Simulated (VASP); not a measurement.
# AlN (P6_3mc) in VASP: notebook

Aim: see how the results for AlN move with the level of theory and the settings. Levels: PBE, r2SCAN. Tasks: relaxation of cell and atoms, single point.

Everything below comes from runs of VASP 6.6.1. Logs are shortened: lines on timing, memory, paths and dates and some standing lists are left out, and cuts for length are marked.

**1. The cell of the first run**

Symmetry: P6_3mc, No. 186, hexagonal system. The conventional cell has a = 3.118 Å, b = 3.118 Å, c = 15.198 Å, α = 90.00°, β = 90.00°, γ = 120.00°. Within 2.5 Å of Al (site symmetry 3m) lie 4 N at 1.90 to 1.91 Å. Within 2.5 Å of Al (site symmetry 3m) lie 4 N at 1.91 Å. Within 2.5 Å of Al (site symmetry 3m) lie 4 N at 1.90 to 1.91 Å. N (site symmetry 3m) has 4 Al at 1.90 Å within 2.5 Å. Within 2.5 Å of N (site symmetry 3m) lie 4 Al at 1.91 Å. N (site symmetry 3m) has 4 Al at 1.91 Å within 2.5 Å.

**2. Relaxation of cell and atoms, PBE**

Input file INCAR:

```
  PREC = Accurate
  ENCUT = 600
  EDIFF = 1E-6
  ISMEAR = 0
  SIGMA = 0.02
  LREAL = False
  LASPH = True
  NELM = 100
  ALGO = Normal
  ISIF = 3
  LWAVE = False
  LCHARG = False
  GGA = PE
  IBRION = 2
  NSW = 100
  EDIFFG = -0.01
```

Input file KPOINTS:

```
Automatic mesh
0
Gamma
  12 12 2
```

Input file POSCAR:

```
AlN
1.0
    3.1181788000      0.0000000000      0.0000000000
   -1.5590894000      2.7004221000      0.0000000000
    0.0000000000      0.0000000000     15.1983573000
Al N
6 6
Direct
    0.0000000000      0.0000000000      0.1876380000
    0.0000000000      0.0000000000      0.6876380000
    0.3333333000      0.6666667000      0.5205500000
    0.6666667000      0.3333333000      0.0205500000
    0.3333333000      0.6666667000      0.8533970000
    0.6666667000      0.3333333000      0.3533970000
    0.0000000000      0.0000000000      0.3127860000
    0.0000000000      0.0000000000      0.8127860000
    0.3333333000      0.6666667000      0.9792560000
    0.6666667000      0.3333333000      0.4792560000
    0.3333333000      0.6666667000      0.6463720000
    0.6666667000      0.3333333000      0.1463720000
```

Potentials or basis: VASP PAW PBE potentials, release 64 (Al, N).

Started as:

```console
> cat potpaw_PBE.64/Al/POTCAR potpaw_PBE.64/N/POTCAR > POTCAR
> mpirun -np 1 vasp_std > vasp.out
```

OUTCAR:

```text
PREC = Accurate
   ENCUT = 600
   EDIFF = 1E-6
   ISMEAR = 0
   LREAL = False
   LASPH = True
   NELM = 100
   ISIF = 3
   GGA = PE
   IBRION = 2
   NSW = 100
   EDIFFG = -0.01

 ion  position               nearest neighbor table
   1  0.000  0.000  0.188-   7 1.90  12 1.91  12 1.91  12 1.91   6 3.10   6 3.10   6 3.10   4 3.11
                             4 3.11   4 3.11
   2  0.000  0.000  0.688-   8 1.90  11 1.91  11 1.91  11 1.91   5 3.10   5 3.10   5 3.10   3 3.11
                             3 3.11   3 3.11
   3  0.333  0.667  0.521-  10 1.91  10 1.91  10 1.91  11 1.91   2 3.11   2 3.11   2 3.11   6 3.11
                             6 3.11   6 3.11
   4  0.667  0.333  0.021-   9 1.91   9 1.91   9 1.91  12 1.91   1 3.11   1 3.11   1 3.11   5 3.11
                             5 3.11   5 3.11
   5  0.333  0.667  0.853-   8 1.90   8 1.90   8 1.90   9 1.91   2 3.10   2 3.10   2 3.10   4 3.11
                             4 3.11   4 3.11
   6  0.667  0.333  0.353-   7 1.90   7 1.90   7 1.90  10 1.91   1 3.10   1 3.10   1 3.10   3 3.11
                             3 3.11   3 3.11
   7  0.000  0.000  0.313-   1 1.90   6 1.90   6 1.90   6 1.90
   8  0.000  0.000  0.813-   2 1.90   5 1.90   5 1.90   5 1.90
   9  0.333  0.667  0.979-   4 1.91   4 1.91   4 1.91   5 1.91
  10  0.667  0.333  0.479-   3 1.91   3 1.91   3 1.91   6 1.91
  11  0.333  0.667  0.646-   2 1.91   2 1.91   2 1.91   3 1.91
  12  0.667  0.333  0.146-   1 1.91   1 1.91   1 1.91   4 1.91

  LATTYP: Found a hexagonal cell.
 ALAT       =     3.1181788000
 C/A-ratio  =     4.8741134729

  Lattice vectors:

 A1 = (   3.1181788000,   0.0000000000,   0.0000000000)
 A2 = (  -1.5590894000,   2.7004221000,   0.0000000000)
 A3 = (   0.0000000000,   0.0000000000,  15.1983573000)

Analysis of symmetry for initial positions (statically):
=====================================================================
 Subroutine PRICEL returns:
 Original cell was already a primitive cell.

 Routine SETGRP: Setting up the symmetry group for a
 hexagonal supercell.

 Subroutine GETGRP returns: Found 12 space group operations
 (whereof  6 operations were pure point group operations)
 out of a pool of 24 trial point group operations.

The static configuration has the point symmetry C_3v.
 The point group associated with its full space group is C_6v.

Analysis of symmetry for dynamics (positions and initial velocities):
=====================================================================
 Subroutine PRICEL returns:
 Original cell was already a primitive cell.

 Routine SETGRP: Setting up the symmetry group for a
 hexagonal supercell.

 Subroutine GETGRP returns: Found 12 space group operations
 (whereof  6 operations were pure point group operations)
 out of a pool of 24 trial point group operations.

The dynamic configuration has the point symmetry C_3v.
 The point group associated with its full space group is C_6v.

 Subroutine INISYM returns: Found 12 space group operations
 (whereof  6 operations are pure point group operations),
 and found     1 'primitive' translations

----------------------------------------------------------------------------------------

                                     Primitive cell

  volume of cell :     127.9762

  direct lattice vectors                    reciprocal lattice vectors
     3.118178800  0.000000000  0.000000000     0.320700019  0.185156239  0.000000000
    -1.559089400  2.700422100  0.000000000     0.000000000  0.370312478  0.000000000
     0.000000000  0.000000000 15.198357300     0.000000000  0.000000000  0.065796584

  length of vectors
     3.118178800  3.118178840 15.198357300     0.370312483  0.370312478  0.065796584

  position of ions in fractional coordinates (direct lattice)
     0.000000000  0.000000000  0.187638000
     0.000000000  0.000000000  0.687638000
     0.333333300  0.666666700  0.520550000
     0.666666700  0.333333300  0.020550000
     0.333333300  0.666666700  0.853397000
     0.666666700  0.333333300  0.353397000
     0.000000000  0.000000000  0.312786000
     0.000000000  0.000000000  0.812786000
     0.333333300  0.666666700  0.979256000
     0.666666700  0.333333300  0.479256000
     0.333333300  0.666666700  0.646372000
     0.666666700  0.333333300  0.146372000

  ion indices of the primitive-cell ions
   primitive index   ion index
                 1           1
                 2           2
                 3           3
                 4           4
                 5           5
                 6           6
                 7           7
                 8           8
                 9           9
                10          10
                11          11
                12          12

----------------------------------------------------------------------------------------

 KPOINTS: Automatic mesh

Automatic generation of k-mesh.
 Grid dimensions read from file:
 generate k-points for:   12   12    2

 Generating k-lattice:

  Cartesian coordinates                     Fractional coordinates (reciprocal lattice)
     0.026725002  0.015429687  0.000000000     0.083333333  0.000000000  0.000000000
     0.000000000  0.030859373  0.000000000     0.000000000  0.083333333  0.000000000
     0.000000000  0.000000000  0.032898292     0.000000000  0.000000000  0.500000000

  Length of vectors
     0.030859374  0.030859373  0.032898292

  Shift w.r.t. Gamma in fractional coordinates (k-lattice)
     0.000000000  0.000000000  0.000000000

 Subroutine IBZKPT returns following result:
 ===========================================

 Found     38 irreducible k-points:

 Following reciprocal coordinates:
            Coordinates               Weight
  0.000000  0.000000  0.000000      1.000000
  0.083333 -0.000000  0.000000      6.000000
  0.166667 -0.000000  0.000000      6.000000
  0.250000 -0.000000  0.000000      6.000000
  0.333333 -0.000000  0.000000      6.000000
  0.416667 -0.000000  0.000000      6.000000
[... 16 lines left out ...]
  0.250000 -0.000000  0.500000      6.000000
  0.333333 -0.000000  0.500000      6.000000
 [... further k-points ...]
   k-points           NKPTS =     38   k-points in BZ     NKDIM =     38   number of bands    NBANDS=     31
   number of dos      NEDOS =    301   number of ions     NIONS =     12
   total plane-waves  NPLWV =  98784
   dimension x,y,z NGX =    28 NGY =   28 NGZ =  126
   dimension x,y,z NGXF=    56 NGYF=   56 NGZF=  252
   ions per type =               6   6
   NGX,Y,Z   is equivalent  to a cutoff of  14.93, 14.93, 13.78 a.u.
   NGXF,Y,Z  is equivalent  to a cutoff of  29.86, 29.86, 27.56 a.u.
 SYSTEM =  unknown system
   PREC   = accura    normal or accurate (medium, high low for compatibility)
   ISTART =      0    job   : 0-new  1-cont  2-samecut
   ICHARG =      2    charge: 1-file 2-atom 10-const
   ISPIN  =      1    spin polarized calculation?
   LNONCOLLINEAR =      F non collinear calculations
   LSORBIT =      F    spin-orbit coupling
   LASPH  =      T    aspherical Exc in radial PAW
   ENCUT  =  600.0 eV  44.10 Ry    6.64 a.u.   6.23  6.23 30.35*2*pi/ulx,y,z
   NELM   =    100;   NELMIN=  2; NELMDL= -5     # of ELM steps
   EDIFF  = 0.1E-05   stopping-criterion for ELM
   LREAL  =      F    real-space projection
   EDIFFG = -.1E-01   stopping-criterion for IOM
   NSW    =    100    number of steps for IOM
   IBRION =      2    ionic relax: 0-MD 1-quasi-New 2-CG
   NFREE  =      1    steps in history (QN), initial steepest desc. (CG)
   ISIF   =      3    stress and relaxation
   ISYM   =      2    0-nonsym 1-usesym 2-fastsym
   POTIM  = 0.5000    time-step for ionic-motion
   TEBEG  =    0.0;   TEEND  =   0.0 temperature during run
   PSTRESS=    0.0 pullay stress
   NELECT =      48.0000    total number of electrons
   NUPDOWN=      -1.0000    fix difference up-down
   EMIN   =  10.00;   EMAX   =-10.00  energy-range for DOS
   EFERMI =   0.00;   METHOD = LEGACY
   ISMEAR =     0;   SIGMA  =   0.02  broadening in eV -4-tet -1-fermi 0-gaus
   EFERMI_NEDOS =   21; number of points for ismear=-14 and -15
   IALGO  =     38    algorithm
   IMIX   =      4    mixing-type and parameters
     AMIX     =   0.40;   BMIX     =  1.00
     AMIX_MAG =   1.60;   BMIX_MAG =  1.00
  volume/ion in A,a.u.               =      10.66        71.97
  Fermi-wavevector in a.u.,A,eV,Ry     =   1.180625  2.231059 18.964840  1.393876
  Thomas-Fermi vector in A             =   2.316914
   LORBIT       =      0    0 simple, 1 ext, 2 COOP (PROOUT), +10 PAW based schemes
   GGA     = PE    functional components
   LHFCALC =     F    Hartree Fock is set to
   AEXX    =    0.0000 exact exchange contribution
   IVDW    =     0    specifies the selected vdW correction
   LEPSILON=     F    determine dielectric tensor
   LRPA    =     F    only Hartree local field effects (RPA)
 conjugate gradient relaxation of ions
 non-spin polarized calculation
 Gauss-broadening in eV      SIGMA  =   0.02
  energy-cutoff  :      600.00
  volume of cell :      127.98
 maximum number of plane-waves:      4297
 NGX is ok and might be reduce to    28
   NGX = 13   NGY = 13   NGZ = 61

--------------------------------------- Ionic step        1  -------------------------------------------

 number of electron      47.9999998 magnetization

 Free energy of the ion-electron system (eV)
  ---------------------------------------------------
  ext. energy  EPLUGINS =         0.00000000
  ---------------------------------------------------
  free energy    TOTEN  =       -89.17380802 eV

  energy without entropy =      -89.17380802  energy(sigma->0) =      -89.17380802

------------------------ aborting loop because EDIFF is reached ----------------------------------------

  FORCE on cell =-STRESS in cart. coord.  units (eV):
  Direction    XX          YY          ZZ          XY          YZ          ZX
  --------------------------------------------------------------------------------------
  -------------------------------------------------------------------------------------
  Total       -0.3331617     -0.3331618     -0.3187193      0.0000000     -0.0000000      0.0000000
  in kB       -4.1709635     -4.1709636     -3.9901538      0.0000000     -0.0000000      0.0000000
  external PRESSURE =      -4.1106936 kB  Pullay stress =       0.0000000 kB
[... 77 lines left out ...]
  energy  without entropy=      -89.1738640815  energy(sigma->0) =      -89.17386408

--------------------------------------- Ionic step        3  -------------------------------------------

 number of electron      47.9999998 magnetization

 Free energy of the ion-electron system (eV)
  ---------------------------------------------------
  ext. energy  EPLUGINS =         0.00000000
  ---------------------------------------------------
  free energy    TOTEN  =       -89.17414066 eV

  energy without entropy =      -89.17414066  energy(sigma->0) =      -89.17414066

 E-fermi :   5.9760     XC(G=0): -10.8371

 val. band max:        5.8257336252   @ k =   0.0000   0.0000   0.0000
 cond. band min:       9.6255677629   @ k =   0.5000  -0.0000   0.0000
 fundamental gap:      3.7998341377
 Fermi energy:         5.9760447832

 k-point     1 :       0.0000    0.0000    0.0000
  band No.  band energies     occupation
      1      -9.0952      2.00000
      2      -8.7351      2.00000
      3      -8.6689      2.00000
      4      -7.7483      2.00000
      5      -7.7138      2.00000
      6      -7.0805      2.00000
[... 805 lines left out ...]
     30      13.0040      0.00000
     31      14.6295      0.00000

 [... further k-points ...]
[... 5 lines left out ...]
  --------------------------------------------------------------------------------------
  -------------------------------------------------------------------------------------
  Total        0.0004182      0.0004182      0.0010733      0.0000000      0.0000000      0.0000000
  in kB        0.0052461      0.0052461      0.0134646      0.0000000      0.0000000      0.0000000
  external PRESSURE =       0.0079856 kB  Pullay stress =       0.0000000 kB
[... 27 lines left out ...]
  FREE ENERGIE OF THE ION-ELECTRON SYSTEM (eV)
  ---------------------------------------------------
  free  energy   TOTEN  =       -89.1741406594 eV

  energy  without entropy=      -89.1741406594  energy(sigma->0) =      -89.17414066

 reached required accuracy - stopping structural energy minimisation
```

Run time: 6.2 min. Hardware: 1 thread of Oxide Virtual Turin-like, shared host; peak memory 0.35 GiB.

What came out:

- Free energy: -89.1741 eV
- Relaxed volume: 10.64 Å³/atom
- Relaxed cell: a = 3.116 Å, b = 3.116 Å, c = 15.188 Å, α = 90.00°, β = 90.00°, γ = 120.00°
- Space group after relaxing (to 0.05 Å): P6_3mc (No. 186)
- Energy gained by relaxing: 0.0 meV/atom
- Ionic steps: 3
- Pressure after relaxing: 0.0 GPa
- Band gap on the k mesh: 3.80 eV, indirect (least direct gap 4.02 eV)

The path:
```
step  energy change (eV)  largest force (eV/Å)  pressure (GPa)  volume (Å³)
   1              0.0000                0.0013           -0.41       127.98
   2             -0.0001                0.0007            0.37       127.47
   3             -0.0003                0.0009            0.00       127.71
```

Final structure:
```xyz
12
Lattice="3.1160 0.0000 0.0000 -1.5580 2.6985 0.0000 0.0000 0.0000 15.1882" Properties=species:S:1:pos:R:3 pbc="T T T"
Al    0.0000    0.0000    2.8499
Al    0.0000    0.0000   10.4440
Al    0.0000    1.7990    7.9062
Al    1.5580    0.8995    0.3121
Al    0.0000    1.7990   12.9616
Al    1.5580    0.8995    5.3675
N     0.0000    0.0000    4.7506
N     0.0000    0.0000   12.3447
N     0.0000    1.7990   14.8731
N     1.5580    0.8995    7.2790
N     0.0000    1.7990    9.8172
N     1.5580    0.8995    2.2231
```

Levels at points of the mesh, in eV from the valence-band top:
```tsv
k point	band 20	band 21	band 22	band 23	band 24	band 25	band 26	band 27	band 28	band 29
(0.00, 0.00, 0.00)	-0.18	-0.18	-0.06	-0.06	0.00	4.02	5.39	5.53	6.66	6.92
(0.50, 0.00, 0.00)	-1.24	-0.93	-0.90	-0.77	-0.54	3.80	4.25	5.53	5.70	7.32
(0.00, 0.00, 0.50)	-0.33	-0.09	-0.09	-0.09	-0.09	4.51	4.51	6.28	6.28	6.97
(0.50, 0.00, 0.50)	-1.25	-0.87	-0.87	-0.64	-0.64	3.97	3.97	5.71	5.71	7.19
```

**3. Single point, r2SCAN**

Input file POSCAR:

```
AlN
1.0
    3.1181788264      0.0000000000      0.0000000000
   -1.5590894132      2.7004220772      0.0000000000
    0.0000000000      0.0000000000     15.1983573000
Al N
6 6
Direct
    0.0000000000      0.0000000000      0.1876380000
    0.0000000000      0.0000000000      0.6876380000
    0.3333333333      0.6666666667      0.5205500000
    0.6666666667      0.3333333333      0.0205500000
    0.3333333333      0.6666666667      0.8533970000
    0.6666666667      0.3333333333      0.3533970000
    0.0000000000      0.0000000000      0.3127860000
    0.0000000000      0.0000000000      0.8127860000
    0.3333333333      0.6666666667      0.9792560000
    0.6666666667      0.3333333333      0.4792560000
    0.3333333333      0.6666666667      0.6463720000
    0.6666666667      0.3333333333      0.1463720000
```

Input file INCAR.step1:

```
PREC = Accurate ; ENCUT = 520
ISMEAR = 0 ; SIGMA = 0.02
LREAL = False ; LASPH = True
NELM = 80 ; NBANDS = 36
GGA = PE ; ALGO = Normal
EDIFF = 1E-4 ; LWAVE = True
LCHARG = False
```

Input file INCAR.step2:

```
PREC = Accurate ; ENCUT = 520
EDIFF = 1E-6 ; ISMEAR = 0
SIGMA = 0.02 ; LREAL = False
LASPH = True ; NELM = 80
ALGO = Normal ; ISIF = 2
LWAVE = False ; LCHARG = False
METAGGA = R2SCAN ; LMIXTAU = True
NBANDS = 36 ; ISTART = 1
```

Input file KPOINTS:

```
regular mesh
0
Gamma
  12 12 2
```

Potentials or basis: VASP PAW PBE potentials, release 64 (Al, N).

Started as:

```console
> cat potpaw_PBE.64/Al/POTCAR potpaw_PBE.64/N/POTCAR > POTCAR
> cp INCAR.step1 INCAR
> mpirun -np 1 vasp_std > vasp.out
> cp INCAR.step2 INCAR
> mpirun -np 1 vasp_std > vasp.out
```

Run time: 13 min. Hardware: 1 thread of Oxide Virtual Turin-like, shared host; peak memory 0.3 GiB.

The run converged. Its results:

```yaml
Free_energy: -115.1237 eV
Pressure: -5.0 GPa
Largest_force: 0.003 eV/Å
Band_gap_on_the_k_mesh: 4.41 eV, indirect (least direct gap 4.68 eV)
```

Forces on the atoms (eV/Å):
```
Al   0.000  0.000  0.002
Al   0.000  0.000  0.002
Al   0.000  0.000  0.000
Al   0.000  0.000  0.000
Al   0.000  0.000  0.002
Al   0.000  0.000  0.002
N    0.000  0.000 -0.003
N    0.000  0.000 -0.003
N    0.000  0.000  0.002
N    0.000  0.000  0.002
N    0.000  0.000 -0.003
N    0.000  0.000 -0.003
```

Stress tensor (GPa, compression positive):
```
-5.03  0.00  0.00
 0.00 -5.03  0.00
 0.00  0.00 -4.95
```

Levels at points of the mesh, in eV from the valence-band top:
```tsv
k point	band 22	band 23	band 24	band 25	band 26	band 27
(0.00, 0.00, 0.00)	-0.06	-0.06	0.00	4.68	6.07	6.21
(0.50, 0.00, 0.00)	-0.91	-0.77	-0.55	4.41	4.87	6.19
(0.00, 0.00, 0.50)	-0.10	-0.10	-0.10	5.17	5.17	7.01
(0.50, 0.00, 0.50)	-0.88	-0.65	-0.65	4.59	4.59	6.39
```

Caveat: the PAW data sets were made with another functional, which shifts forces and pressure a little. r2SCAN opens gaps a little over a GGA but as a rule still falls short of measured ones.
